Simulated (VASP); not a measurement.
# K (R-3m) in VASP: notebook

Runs on K. Level: PBEsol. Tasks: single point.

Program: VASP 6.6.1. These are calculated values, not measurements. Logs are shortened: lines on timing, memory, paths and dates and some standing lists are left out, and cuts for length are marked.

## 1. The cell of the first run

The structure is trigonal, space group R-3m (No. 166). The conventional cell has a = 6.204 Å, b = 6.204 Å, c = 6.459 Å, α = 90.00°, β = 90.00°, γ = 120.00°. Within 5.7 Å of K (site symmetry -3m) lie 12 K at 4.18 to 5.60 Å.

## 2. Single point, PBEsol

Input file INCAR:

```
ALGO     = Fast           # electronic algorithm
EDIFF    = 1E-6           # SCF threshold, eV
ENCUT    = 520            # plane-wave cutoff, eV
GGA      = PS             # functional
ISIF     = 2              # what is computed and relaxed
ISMEAR   = 0              # smearing method
LASPH    = T              # aspherical terms in the spheres
LCHARG   = T              # write CHGCAR
LELF     = T              # ELF
LREAL    = F              # projectors in reciprocal space
LVHAR    = T            
LWAVE    = F              # write WAVECAR
NBANDS   = 10             # bands
NELM     = 60             # most SCF steps
PREC     = Accurate       # precision mode
SIGMA    = 0.15           # smearing width, eV
```

Input file KPOINTS:

```
k-points
0
Gamma
  14 14 14
```

Input file POSCAR:

```
K
1.0
   -1.6817441141      2.7054144445      2.7054144445
    2.7054144445     -1.6817441141      2.7054144445
    2.7054144445      2.7054144445     -1.6817441141
K
1
Direct
    0.0000000000      0.0000000000      0.0000000000
```

Potentials or basis: VASP PAW PBE potentials, release 64 (K_sv).

On the command line:

```bash
$ cat potpaw_PBE.64/K_sv/POTCAR > POTCAR
$ mpirun -np 1 vasp_std > vasp.out
```

OUTCAR:

```text
EDIFF = 1E-6
   ENCUT = 520
   GGA = PS
   ISIF = 2
   ISMEAR = 0
   LASPH = T
   LREAL = F
   NELM = 60
   PREC = Accurate

 ion  position               nearest neighbor table
   1  0.000  0.000  0.000-

  LATTYP: Found a trigonal (rhomboedric) cell.
 ALAT       =     4.1793298384
 COS(alpha) =    -0.1019283746

  Lattice vectors:

 A1 = (  -1.6817441141,   2.7054144445,   2.7054144445)
 A2 = (   2.7054144445,  -1.6817441141,   2.7054144445)
 A3 = (   2.7054144445,   2.7054144445,  -1.6817441141)

Analysis of symmetry for initial positions (statically):
=====================================================================
 Subroutine PRICEL returns:
 Original cell was already a primitive cell.

 Routine SETGRP: Setting up the symmetry group for a
 trigonal (rhombohedral) supercell.

 Subroutine GETGRP returns: Found 12 space group operations
 (whereof 12 operations were pure point group operations)
 out of a pool of 12 trial point group operations.

The static configuration has the point symmetry D_3d.

Analysis of symmetry for dynamics (positions and initial velocities):
=====================================================================
 Subroutine PRICEL returns:
 Original cell was already a primitive cell.

 Routine SETGRP: Setting up the symmetry group for a
 trigonal (rhombohedral) supercell.

 Subroutine GETGRP returns: Found 12 space group operations
 (whereof 12 operations were pure point group operations)
 out of a pool of 12 trial point group operations.

The dynamic configuration has the point symmetry D_3d.

 Subroutine INISYM returns: Found 12 space group operations
 (whereof 12 operations are pure point group operations),
 and found     1 'primitive' translations

----------------------------------------------------------------------------------------

                                     Primitive cell

  volume of cell :      71.7743

  direct lattice vectors                    reciprocal lattice vectors
    -1.681744114  2.705414445  2.705414445    -0.062571206  0.165366760  0.165366760
     2.705414445 -1.681744114  2.705414445     0.165366760 -0.062571206  0.165366760
     2.705414445  2.705414445 -1.681744114     0.165366760  0.165366760 -0.062571206

  length of vectors
     4.179329838  4.179329838  4.179329838     0.242089831  0.242089831  0.242089831

  position of ions in fractional coordinates (direct lattice)
     0.000000000  0.000000000  0.000000000

  ion indices of the primitive-cell ions
   primitive index   ion index
                 1           1

----------------------------------------------------------------------------------------

 KPOINTS: k-points

Automatic generation of k-mesh.
 Grid dimensions read from file:
 generate k-points for:   14   14   14

 Generating k-lattice:

  Cartesian coordinates                     Fractional coordinates (reciprocal lattice)
    -0.004469372  0.011811911  0.011811911     0.071428571 -0.000000000 -0.000000000
     0.011811911 -0.004469372  0.011811911    -0.000000000  0.071428571 -0.000000000
     0.011811911  0.011811911 -0.004469372    -0.000000000 -0.000000000  0.071428571

  Length of vectors
     0.017292131  0.017292131  0.017292131

  Shift w.r.t. Gamma in fractional coordinates (k-lattice)
     0.000000000  0.000000000  0.000000000

 Subroutine IBZKPT returns following result:
 ===========================================

 Found    288 irreducible k-points:

 Following reciprocal coordinates:
            Coordinates               Weight
  0.000000  0.000000  0.000000      1.000000
  0.071429  0.000000  0.000000      6.000000
  0.142857  0.000000  0.000000      6.000000
  0.214286 -0.000000 -0.000000      6.000000
  0.285714  0.000000 -0.000000      6.000000
  0.357143  0.000000  0.000000      6.000000
[... 16 lines left out ...]
  0.214286  0.142857 -0.000000     12.000000
  0.285714  0.142857  0.000000     12.000000
 [... further k-points ...]
   k-points           NKPTS =    288   k-points in BZ     NKDIM =    288   number of bands    NBANDS=     10
   number of dos      NEDOS =    301   number of ions     NIONS =      1
   total plane-waves  NPLWV =  32768
   dimension x,y,z NGX =    32 NGY =   32 NGZ =   32
   dimension x,y,z NGXF=    64 NGYF=   64 NGZF=   64
   ions per type =               1
   NGX,Y,Z   is equivalent  to a cutoff of  12.73, 12.73, 12.73 a.u.
   NGXF,Y,Z  is equivalent  to a cutoff of  25.46, 25.46, 25.46 a.u.
 SYSTEM =  unknown system
   PREC   = accura    normal or accurate (medium, high low for compatibility)
   ISTART =      0    job   : 0-new  1-cont  2-samecut
   ICHARG =      2    charge: 1-file 2-atom 10-const
   ISPIN  =      1    spin polarized calculation?
   LNONCOLLINEAR =      F non collinear calculations
   LSORBIT =      F    spin-orbit coupling
   LASPH  =      T    aspherical Exc in radial PAW
   ENCUT  =  520.0 eV  38.22 Ry    6.18 a.u.   7.77  7.77  7.77*2*pi/ulx,y,z
   NELM   =     60;   NELMIN=  2; NELMDL= -5     # of ELM steps
   EDIFF  = 0.1E-05   stopping-criterion for ELM
   LREAL  =      F    real-space projection
   EDIFFG = 0.1E-04   stopping-criterion for IOM
   NSW    =      0    number of steps for IOM
   IBRION =     -1    ionic relax: 0-MD 1-quasi-New 2-CG
   NFREE  =      0    steps in history (QN), initial steepest desc. (CG)
   ISIF   =      2    stress and relaxation
   ISYM   =      2    0-nonsym 1-usesym 2-fastsym
   POTIM  = 0.5000    time-step for ionic-motion
   TEBEG  =    0.0;   TEEND  =   0.0 temperature during run
   PSTRESS=    0.0 pullay stress
   NELECT =       9.0000    total number of electrons
   NUPDOWN=      -1.0000    fix difference up-down
   EMIN   =  10.00;   EMAX   =-10.00  energy-range for DOS
   EFERMI =   0.00;   METHOD = LEGACY
   ISMEAR =     0;   SIGMA  =   0.15  broadening in eV -4-tet -1-fermi 0-gaus
   EFERMI_NEDOS =   21; number of points for ismear=-14 and -15
   IALGO  =     68    algorithm
   IMIX   =      4    mixing-type and parameters
     AMIX     =   0.40;   BMIX     =  1.00
     AMIX_MAG =   1.60;   BMIX_MAG =  1.00
  volume/ion in A,a.u.               =      71.77       484.36
  Fermi-wavevector in a.u.,A,eV,Ry     =   0.819406  1.548454  9.135317  0.671427
  Thomas-Fermi vector in A             =   1.930206
   LORBIT       =      0    0 simple, 1 ext, 2 COOP (PROOUT), +10 PAW based schemes
   GGA     = PS    functional components
   LHFCALC =     F    Hartree Fock is set to
   AEXX    =    0.0000 exact exchange contribution
   IVDW    =     0    specifies the selected vdW correction
   LEPSILON=     F    determine dielectric tensor
   LRPA    =     F    only Hartree local field effects (RPA)
 non-spin polarized calculation
 RMM-DIIS sequential band-by-band and
 Gauss-broadening in eV      SIGMA  =   0.15
  energy-cutoff  :      520.00
  volume of cell :       71.77
 maximum number of plane-waves:      1970
   NGX = 15   NGY = 15   NGZ = 15

 number of electron       9.0000001 magnetization

 Free energy of the ion-electron system (eV)
  ---------------------------------------------------
  ext. energy  EPLUGINS =         0.00000000
  ---------------------------------------------------
  free energy    TOTEN  =        -1.03983742 eV

  energy without entropy =       -1.03110072  energy(sigma->0) =       -1.03546907

 E-fermi :  -0.0817     XC(G=0):  -5.7531

 val. band max:       -0.0964537974   @ k =   0.5000  -0.0000  -0.0000
 cond. band min:      -0.0735955743   @ k =  -0.4286   0.2857   0.0714
 fundamental gap:      0.0228582231
 Fermi energy:        -0.0817423457

 k-point     1 :       0.0000    0.0000    0.0000
  band No.  band energies     occupation
      1     -32.2320      2.00000
      2     -15.7242      2.00000
      3     -15.7225      2.00000
      4     -15.7225      2.00000
      5      -2.2896      2.00000
      6       2.9044      0.00000
      7       2.9044      0.00000
      8       5.9804      0.00000
      9       6.2289      0.00000
     10       6.6630      0.00000

 k-point     2 :       0.0714    0.0000    0.0000
  band No.  band energies     occupation
      1     -32.2316      2.00000
      2     -15.7289      2.00000
      3     -15.7231      2.00000
      4     -15.7220      2.00000
      5      -2.2373      2.00000
      6       2.8595      0.00000
      7       2.9263      0.00000
      8       5.7879      0.00000
      9       6.0030      0.00000
     10       6.1895      0.00000

 k-point     3 :       0.1429    0.0000    0.0000
  band No.  band energies     occupation
      1     -32.2307      2.00000
      2     -15.7451      2.00000
      3     -15.7219      2.00000
      4     -15.7208      2.00000
      5      -2.0822      2.00000
      6       2.6918      0.00000
      7       2.9886      0.00000
      8       5.4898      0.00000
      9       5.6835      0.00000
     10       6.2945      0.00000

 k-point     4 :       0.2143   -0.0000   -0.0000
  band No.  band energies     occupation
      1     -32.2295      2.00000
      2     -15.7685      2.00000
      3     -15.7201      2.00000
      4     -15.7190      2.00000
      5      -1.8288      2.00000
      6       2.3476      0.00000
      7       3.0815      0.00000
      8       5.2797      0.00000
      9       5.4028      0.00000
     10       6.0568      0.00000
[... 222 lines left out ...]
 k-point    22 :       0.1429    0.1429    0.0000
  band No.  band energies     occupation
      1     -32.2295      2.00000
      2     -15.7438      2.00000
      3     -15.7437      2.00000
      4     -15.7196      2.00000
      5      -1.8328      2.00000
      6       2.5812      0.00000
      7       2.8467      0.00000
      8       5.2513      0.00000
      9       5.5324      0.00000
     10       5.9470      0.00000

 k-point    23 :       0.2143    0.1429   -0.0000
  band No.  band energies     occupation
      1     -32.2283      2.00000
      2     -15.7670      2.00000
      3     -15.7418      2.00000
      4     -15.7178      2.00000
      5      -1.5622      2.00000
      6       2.3170      0.00000
      7       2.8452      0.00000
      8       4.9420      0.00000
      9       5.3984      0.00000
     10       5.8806      0.00000

 k-point    24 :       0.2857    0.1429    0.0000
  band No.  band energies     occupation
      1     -32.2268      2.00000
      2     -15.7925      2.00000
      3     -15.7395      2.00000
      4     -15.7158      2.00000
      5      -1.2038      2.00000
      6       1.8358      0.00000
      7       2.9355      0.00000
      8       4.7288      0.00000
      9       5.2618      0.00000
     10       5.9407      0.00000

 [... further k-points ...]

------------------------ aborting loop because EDIFF is reached ----------------------------------------

  FORCE on cell =-STRESS in cart. coord.  units (eV):
  Direction    XX          YY          ZZ          XY          YZ          ZX
  --------------------------------------------------------------------------------------
  -------------------------------------------------------------------------------------
  Total        0.0678497      0.0678497      0.0678497     -0.0726283     -0.0726283     -0.0726283
  in kB        1.5145698      1.5145698      1.5145698     -1.6212399     -1.6212399     -1.6212399
  external PRESSURE =       1.5145698 kB  Pullay stress =       0.0000000 kB

 VOLUME and BASIS-vectors are now :
 -----------------------------------------------------------------------------
  energy-cutoff  :      520.00
  volume of cell :       71.77
      direct lattice vectors                 reciprocal lattice vectors
    -1.681744114  2.705414445  2.705414445    -0.062571206  0.165366760  0.165366760
     2.705414445 -1.681744114  2.705414445     0.165366760 -0.062571206  0.165366760
     2.705414445  2.705414445 -1.681744114     0.165366760  0.165366760 -0.062571206

 POSITION                                       TOTAL-FORCE (eV/Angst)
 -----------------------------------------------------------------------------------
      0.00000      0.00000      0.00000        -0.000000      0.000000     -0.000000
 -----------------------------------------------------------------------------------
    total drift:                                0.000000      0.000000      0.000000

  FREE ENERGIE OF THE ION-ELECTRON SYSTEM (eV)
  ---------------------------------------------------
  free  energy   TOTEN  =        -1.0398374201 eV

  energy  without entropy=       -1.0311007205  energy(sigma->0) =       -1.03546907
```

It took 2.3 min on 1 thread of Intel Xeon Platinum 8375C at 2.90GHz (Ice Lake), shared host; peak memory 0.31 GiB.

Results:

```
Free energy            : -1.0398 eV
Pressure               : 0.2 GPa
Band gap on the k mesh : zero (an odd number of electrons rules out a gap without spin polarisation)
```

Caveat: the PAW data sets were made with another functional, which shifts forces and pressure a little.

## 3. Single point, PBEsol

This run uses another cell than the first one, of the same volume but with other edges.

Input file INCAR:

```
SYSTEM = K
PREC = Accurate ; ENCUT = 520
EDIFF = 1E-6 ; ISMEAR = 0
SIGMA = 0.15 ; LREAL = .False.
LASPH = .True. ; NELM = 60
ALGO = Fast ; ISIF = 2
LWAVE = .False. ; LCHARG = .True.
GGA = PS ; LELF = .True.
LVHAR = .True. ; NBANDS = 10
```

Input file KPOINTS:

```
regular mesh
0
Gamma
  14 14 14
  0 0 0
```

Input file POSCAR:

```
K
1.0
   -2.7446846077      2.6195198374      2.6195198374
    2.6195198374     -2.7446846077      2.6195198374
    2.6195198374      2.6195198374     -2.7446846077
K
1
Direct
    0.0000000000      0.0000000000      0.0000000000
```

Potentials or basis: VASP PAW PBE potentials, release 64 (K_sv).

On the command line:

```bash
$ cat potpaw_PBE.64/K_sv/POTCAR > POTCAR
$ mpirun -np 1 vasp_std > vasp.out
```

It took 3.6 min on 1 thread of Intel Xeon Platinum 8375C at 2.90GHz (Ice Lake), shared host; peak memory 0.34 GiB.

Results (log left out):

```
Free energy            : -1.1331 eV
Pressure               : 0.0 GPa
Band gap on the k mesh : zero (an odd number of electrons rules out a gap without spin polarisation)
```

Stress tensor (GPa, compression positive):
```
-0.04  0.15  0.15
 0.15 -0.04  0.15
 0.15  0.15 -0.04
```

Levels at points of the mesh, in eV from the Fermi level:
| k point | band 2 | band 3 | band 4 | band 5 | band 6 | band 7 |
| --- | --- | --- | --- | --- | --- | --- |
| (0.00, 0.00, 0.00) | -15.50 | -15.50 | -15.50 | -2.20 | 4.10 | 4.35 |
| (0.50, 0.00, 0.00) | -15.59 | -15.52 | -15.50 | 0.55 | 0.83 | 3.16 |
| (0.50, 0.50, 0.00) | -15.57 | -15.52 | -15.50 | 0.33 | 0.57 | 3.14 |
| (0.50, 0.50, 0.50) | -15.58 | -15.54 | -15.54 | 1.66 | 1.66 | 3.54 |

Caveat: the PAW data sets were made with another functional, which shifts forces and pressure a little.

The gap in the log of VASP goes by the Fermi energy; the results here count the filled bands.